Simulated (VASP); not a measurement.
# BN (R3m) in VASP: notebook

The runs below take BN through single point, with LDA.

Program: VASP 6.6.1. These are calculated values, not measurements. Logs are shortened: lines on timing, memory, paths and dates and some standing lists are left out, and cuts for length are marked.

### Step 1. The cell of the first run

It takes space group R3m (No. 160, trigonal). Conventional cell: a = 2.493 Å, b = 2.493 Å, c = 6.216 Å, α = 90.00°, β = 90.00°, γ = 120.00°. Within 2.0 Å of B (site symmetry 3m) lie 4 N at 1.53 to 1.55 Å. Within 2.0 Å of N (site symmetry 3m) lie 4 B at 1.53 to 1.55 Å.

### Step 2. Single point, LDA

File INCAR:

```
SYSTEM = BN
PREC = Accurate
ENCUT = 1330
EDIFF = 1E-6
ISMEAR = 0
SIGMA = 0.01
LREAL = .FALSE.
LASPH = .TRUE.
NELM = 120
ALGO = Normal
ISIF = 2
LWAVE = .FALSE.
LCHARG = .FALSE.
GGA = CA
NBANDS = 11
GGA_COMPAT = .FALSE.
```

File KPOINTS:

```
regular mesh
0
G
  9 9 9
  0 0 0
```

File POSCAR:

```
BN
1.0
    0.0208844043      1.7839403099      1.7839403099
    1.7839403099      0.0208844043      1.7839403099
    1.7839403099      1.7839403099      0.0208844043
B N
1 1
Direct
    0.0002179651      0.0002179651      0.0002179651
    0.2497820349      0.2497820349      0.2497820349
```

Potentials or basis: VASP PAW LDA potentials, release 64 (B_h, N_h).

On the command line:

```
cat potpaw_LDA.64/B_h/POTCAR potpaw_LDA.64/N_h/POTCAR > POTCAR
mpirun -np 1 vasp_std > vasp.out
```

OUTCAR:

```text
SYSTEM = BN
   PREC = Accurate
   ENCUT = 1330
   EDIFF = 1E-6
   ISMEAR = 0
   LREAL = .FALSE.
   LASPH = .TRUE.
   NELM = 120
   ISIF = 2
   GGA = CA

 ion  position               nearest neighbor table
   1  0.000  0.000  0.000-
   2  0.250  0.250  0.250-

  LATTYP: Found a trigonal (rhomboedric) cell.
 ALAT       =     2.5229590201
 COS(alpha) =     0.5116718337

  Lattice vectors:

 A1 = (   0.0208844043,   1.7839403099,   1.7839403099)
 A2 = (   1.7839403099,   0.0208844043,   1.7839403099)
 A3 = (   1.7839403099,   1.7839403099,   0.0208844043)

Analysis of symmetry for initial positions (statically):
=====================================================================
 Subroutine PRICEL returns:
 Original cell was already a primitive cell.

 Routine SETGRP: Setting up the symmetry group for a
 trigonal (rhombohedral) supercell.

 Subroutine GETGRP returns: Found  6 space group operations
 (whereof  6 operations were pure point group operations)
 out of a pool of 12 trial point group operations.

The static configuration has the point symmetry C_3v.

Analysis of symmetry for dynamics (positions and initial velocities):
=====================================================================
 Subroutine PRICEL returns:
 Original cell was already a primitive cell.

 Routine SETGRP: Setting up the symmetry group for a
 trigonal (rhombohedral) supercell.

 Subroutine GETGRP returns: Found  6 space group operations
 (whereof  6 operations were pure point group operations)
 out of a pool of 12 trial point group operations.

The dynamic configuration has the point symmetry C_3v.

 Subroutine INISYM returns: Found  6 space group operations
 (whereof  6 operations are pure point group operations),
 and found     1 'primitive' translations

----------------------------------------------------------------------------------------

                                     Primitive cell

  volume of cell :      11.1552

  direct lattice vectors                    reciprocal lattice vectors
     0.020884404  1.783940310  1.783940310    -0.285248863  0.281948125  0.281948125
     1.783940310  0.020884404  1.783940310     0.281948125 -0.285248863  0.281948125
     1.783940310  1.783940310  0.020884404     0.281948125  0.281948125 -0.285248863

  length of vectors
     2.522959020  2.522959020  2.522959020     0.490261568  0.490261568  0.490261568

  position of ions in fractional coordinates (direct lattice)
     0.000217965  0.000217965  0.000217965
     0.249782035  0.249782035  0.249782035

  ion indices of the primitive-cell ions
   primitive index   ion index
                 1           1
                 2           2

----------------------------------------------------------------------------------------

 KPOINTS: regular mesh

Automatic generation of k-mesh.
 Grid dimensions read from file:
 generate k-points for:    9    9    9

 Generating k-lattice:

  Cartesian coordinates                     Fractional coordinates (reciprocal lattice)
    -0.031694318  0.031327569  0.031327569     0.111111111  0.000000000  0.000000000
     0.031327569 -0.031694318  0.031327569     0.000000000  0.111111111  0.000000000
     0.031327569  0.031327569 -0.031694318     0.000000000  0.000000000  0.111111111

  Length of vectors
     0.054473508  0.054473508  0.054473508

  Shift w.r.t. Gamma in fractional coordinates (k-lattice)
     0.000000000  0.000000000  0.000000000

 Subroutine IBZKPT returns following result:
 ===========================================

 Found     85 irreducible k-points:

 Following reciprocal coordinates:
            Coordinates               Weight
  0.000000  0.000000  0.000000      1.000000
  0.111111 -0.000000 -0.000000      6.000000
  0.222222  0.000000  0.000000      6.000000
  0.333333 -0.000000 -0.000000      6.000000
  0.444444  0.000000  0.000000      6.000000
  0.111111  0.111111 -0.000000      6.000000
[... 16 lines left out ...]
 -0.333333  0.333333  0.000000      6.000000
  0.444444  0.444444  0.000000      6.000000
 [... further k-points ...]
   k-points           NKPTS =     85   k-points in BZ     NKDIM =     85   number of bands    NBANDS=     11
   number of dos      NEDOS =    301   number of ions     NIONS =      2
   total plane-waves  NPLWV =  27000
   dimension x,y,z NGX =    30 NGY =   30 NGZ =   30
   dimension x,y,z NGXF=    60 NGYF=   60 NGZF=   60
   ions per type =               1   1
   NGX,Y,Z   is equivalent  to a cutoff of  19.77, 19.77, 19.77 a.u.
   NGXF,Y,Z  is equivalent  to a cutoff of  39.54, 39.54, 39.54 a.u.
 SYSTEM =  BN
   PREC   = accura    normal or accurate (medium, high low for compatibility)
   ISTART =      0    job   : 0-new  1-cont  2-samecut
   ICHARG =      2    charge: 1-file 2-atom 10-const
   ISPIN  =      1    spin polarized calculation?
   LNONCOLLINEAR =      F non collinear calculations
   LSORBIT =      F    spin-orbit coupling
   LASPH  =      T    aspherical Exc in radial PAW
   ENCUT  = 1330.0 eV  97.75 Ry    9.89 a.u.   7.50  7.50  7.50*2*pi/ulx,y,z
   NELM   =    120;   NELMIN=  2; NELMDL= -5     # of ELM steps
   EDIFF  = 0.1E-05   stopping-criterion for ELM
   LREAL  =      F    real-space projection
   EDIFFG = 0.1E-04   stopping-criterion for IOM
   NSW    =      0    number of steps for IOM
   IBRION =     -1    ionic relax: 0-MD 1-quasi-New 2-CG
   NFREE  =      0    steps in history (QN), initial steepest desc. (CG)
   ISIF   =      2    stress and relaxation
   ISYM   =      2    0-nonsym 1-usesym 2-fastsym
   POTIM  = 0.5000    time-step for ionic-motion
   TEBEG  =    0.0;   TEEND  =   0.0 temperature during run
   PSTRESS=    0.0 pullay stress
   NELECT =       8.0000    total number of electrons
   NUPDOWN=      -1.0000    fix difference up-down
   EMIN   =  10.00;   EMAX   =-10.00  energy-range for DOS
   EFERMI =   0.00;   METHOD = LEGACY
   ISMEAR =     0;   SIGMA  =   0.01  broadening in eV -4-tet -1-fermi 0-gaus
   EFERMI_NEDOS =   21; number of points for ismear=-14 and -15
   IALGO  =     38    algorithm
   IMIX   =      4    mixing-type and parameters
     AMIX     =   0.40;   BMIX     =  1.00
     AMIX_MAG =   1.60;   BMIX_MAG =  1.00
  volume/ion in A,a.u.               =       5.58        37.64
  Fermi-wavevector in a.u.,A,eV,Ry     =   1.465365  2.769138 29.215710  2.147294
  Thomas-Fermi vector in A             =   2.581230
   LORBIT       =      0    0 simple, 1 ext, 2 COOP (PROOUT), +10 PAW based schemes
   GGA     = CA    functional components
   LHFCALC =     F    Hartree Fock is set to
   AEXX    =    0.0000 exact exchange contribution
   IVDW    =     0    specifies the selected vdW correction
   LEPSILON=     F    determine dielectric tensor
   LRPA    =     F    only Hartree local field effects (RPA)
 non-spin polarized calculation
 Gauss-broadening in eV      SIGMA  =   0.01
  energy-cutoff  :     1330.00
  volume of cell :       11.16
 maximum number of plane-waves:      1255
 NGX is ok and might be reduce to    30
   NGX = 15   NGY = 15   NGZ = 15

 number of electron       8.0000000 magnetization

 Free energy of the ion-electron system (eV)
  ---------------------------------------------------
  ext. energy  EPLUGINS =         0.00000000
  ---------------------------------------------------
  free energy    TOTEN  =       -19.39998055 eV

  energy without entropy =      -19.39998055  energy(sigma->0) =      -19.39998055

 E-fermi :   9.8053     XC(G=0): -13.5499

 val. band max:        9.7085998343   @ k =   0.0000   0.0000   0.0000
 cond. band min:      14.2364141208   @ k =   0.4444   0.4444   0.0000
 fundamental gap:      4.5278142865
 Fermi energy:         9.8053041995

 k-point     1 :       0.0000    0.0000    0.0000
  band No.  band energies     occupation
      1     -11.0666      2.00000
      2       9.5775      2.00000
      3       9.7086      2.00000
      4       9.7086      2.00000
      5      18.2539      0.00000
      6      18.7788      0.00000
      7      18.7788      0.00000
      8      21.1126      0.00000
      9      35.2512      0.00000
     10      38.1548      0.00000
     11      38.1548      0.00000

 k-point     2 :       0.1111   -0.0000   -0.0000
  band No.  band energies     occupation
      1     -10.7492      2.00000
      2       8.1334      2.00000
      3       9.2610      2.00000
      4       9.3651      2.00000
      5      18.7158      0.00000
      6      19.2173      0.00000
      7      19.2759      0.00000
      8      22.0024      0.00000
      9      34.5224      0.00000
     10      34.9362      0.00000
     11      35.1506      0.00000

 k-point     3 :       0.2222    0.0000    0.0000
  band No.  band energies     occupation
      1      -9.8163      2.00000
      2       4.9071      2.00000
      3       8.5664      2.00000
      4       8.6419      2.00000
      5      19.5031      0.00000
      6      19.9734      0.00000
      7      20.1866      0.00000
      8      23.6520      0.00000
      9      33.3056      0.00000
     10      33.6951      0.00000
     11      33.8459      0.00000

 k-point     4 :       0.3333   -0.0000   -0.0000
  band No.  band energies     occupation
      1      -8.3569      2.00000
      2       1.5216      2.00000
      3       7.9404      2.00000
      4       7.9832      2.00000
      5      20.0405      0.00000
      6      20.4679      0.00000
      7      20.6422      0.00000
      8      24.7530      0.00000
      9      33.2643      0.00000
     10      34.2580      0.00000
     11      34.8269      0.00000
[... 239 lines left out ...]
 k-point    22 :      -0.4444    0.3333   -0.0000
  band No.  band energies     occupation
      1      -5.1720      2.00000
      2       0.8951      2.00000
      3       2.5711      2.00000
      4       5.1399      2.00000
      5      16.3217      0.00000
      6      22.4750      0.00000
      7      25.9757      0.00000
      8      26.7602      0.00000
      9      29.6701      0.00000
     10      37.0240      0.00000
     11      38.5545      0.00000

 k-point    23 :      -0.3333    0.3333    0.0000
  band No.  band energies     occupation
      1      -5.2282      2.00000
      2       0.8210      2.00000
      3       1.9587      2.00000
      4       5.8662      2.00000
      5      17.4535      0.00000
      6      24.4760      0.00000
      7      24.9198      0.00000
      8      26.5557      0.00000
      9      28.2588      0.00000
     10      35.0316      0.00000
     11      37.3114      0.00000

 k-point    24 :       0.4444    0.4444    0.0000
  band No.  band energies     occupation
      1      -5.4793      2.00000
      2       0.9055      2.00000
      3       4.4363      2.00000
      4       4.6770      2.00000
      5      14.2364      0.00000
      6      19.2621      0.00000
      7      27.8749      0.00000
      8      27.9164      0.00000
      9      31.0009      0.00000
     10      37.8980      0.00000
     11      44.4745      0.00000

 [... further k-points ...]
[... 5 lines left out ...]
  --------------------------------------------------------------------------------------
  -------------------------------------------------------------------------------------
  Total        0.8988417      0.8988417      0.8988417     -0.4147287     -0.4147287     -0.4147287
  in kB      129.0971322    129.0971322    129.0971322    -59.5658654    -59.5658654    -59.5658654
  external PRESSURE =     129.0971322 kB  Pullay stress =       0.0000000 kB

 VOLUME and BASIS-vectors are now :
 -----------------------------------------------------------------------------
  energy-cutoff  :     1330.00
  volume of cell :       11.16
      direct lattice vectors                 reciprocal lattice vectors
     0.020884404  1.783940310  1.783940310    -0.285248863  0.281948125  0.281948125
     1.783940310  0.020884404  1.783940310     0.281948125 -0.285248863  0.281948125
     1.783940310  1.783940310  0.020884404     0.281948125  0.281948125 -0.285248863

 POSITION                                       TOTAL-FORCE (eV/Angst)
 -----------------------------------------------------------------------------------
      0.00078      0.00078      0.00078         0.001681      0.001681      0.001681
      0.89641      0.89641      0.89641        -0.001681     -0.001681     -0.001681
 -----------------------------------------------------------------------------------
    total drift:                               -0.000173     -0.000173     -0.000173

  FREE ENERGIE OF THE ION-ELECTRON SYSTEM (eV)
  ---------------------------------------------------
  free  energy   TOTEN  =       -19.3999805523 eV

  energy  without entropy=      -19.3999805523  energy(sigma->0) =      -19.39998055
```

Run time: 39 s. Hardware: 1 thread of Intel Xeon Platinum 8375C at 2.90GHz (Ice Lake), shared host; peak memory 0.17 GiB.

Results:

```yaml
Free_energy: -19.4000 eV
Pressure: 12.9 GPa
Band_gap_on_the_k_mesh: 4.53 eV (least direct gap 8.55 eV)
```

Forces on the atoms (eV/Å):
```
B    0.002  0.002  0.002
N   -0.002 -0.002 -0.002
```

Caveat: the cell stands under pressure. A k mesh can miss the band edges.

### Step 3. Single point, LDA (strained cell)

File INCAR:

```
SYSTEM = BN
PREC = Accurate
ENCUT = 1330
EDIFF = 1E-6
ISMEAR = 0
SIGMA = 0.02
LREAL = .False.
LASPH = .True.
NELM = 120
ALGO = Normal
ISIF = 2
LWAVE = .False.
LCHARG = .True.
LELF = .True.
LVHAR = .True.
NBANDS = 11
GGA_COMPAT = .False.
```

File KPOINTS:

```
Automatic mesh
0
Gamma
  9 9 9
  0 0 0
```

File POSCAR:

```
BN
1.0
    0.0214330961      1.7844890017      1.7844890017
    1.7844890017      0.0214330961      1.7844890017
    1.7844890017      1.7844890017      0.0214330961
B N
1 1
Direct
    0.0002179651      0.0002179651      0.0002179651
    0.2497820349      0.2497820349      0.2497820349
```

Potentials or basis: VASP PAW LDA potentials, release 64 (B_h, N_h).

On the command line:

```
cat potpaw_LDA.64/B_h/POTCAR potpaw_LDA.64/N_h/POTCAR > POTCAR
mpirun -np 1 vasp_std > vasp.out
```

Wall time 24 s (1 thread of AMD EPYC 7R13 (Zen 3), shared host); peak memory 0.14 GiB.

It converged, with:

| Property | Result |
| --- | --- |
| Free energy | -19.4000 eV |
| Pressure | 12.7 GPa |
| Largest force | 0.004 eV/Å |
| Band gap on the k mesh | 4.53 eV (least direct gap 8.53 eV) |

Forces on the atoms (eV/Å):
```
B    0.002  0.002  0.002
N   -0.002 -0.002 -0.002
```

Stress tensor (GPa, compression positive):
```
12.71 -6.11 -6.11
-6.11 12.71 -6.11
-6.11 -6.11 12.71
```

Levels at points of the mesh, in eV from the valence-band top:
| k point | band 1 | band 2 | band 3 | band 4 | band 5 | band 6 | band 7 | band 8 | band 9 |
| --- | --- | --- | --- | --- | --- | --- | --- | --- | --- |
| (0.00, 0.00, 0.00) | -20.77 | -0.13 | 0.00 | 0.00 | 8.53 | 9.07 | 9.07 | 11.40 | 25.53 |

Caveat: the cell differs from its parent crystal (strained cell); the cell stands under pressure. A k mesh can miss the band edges.
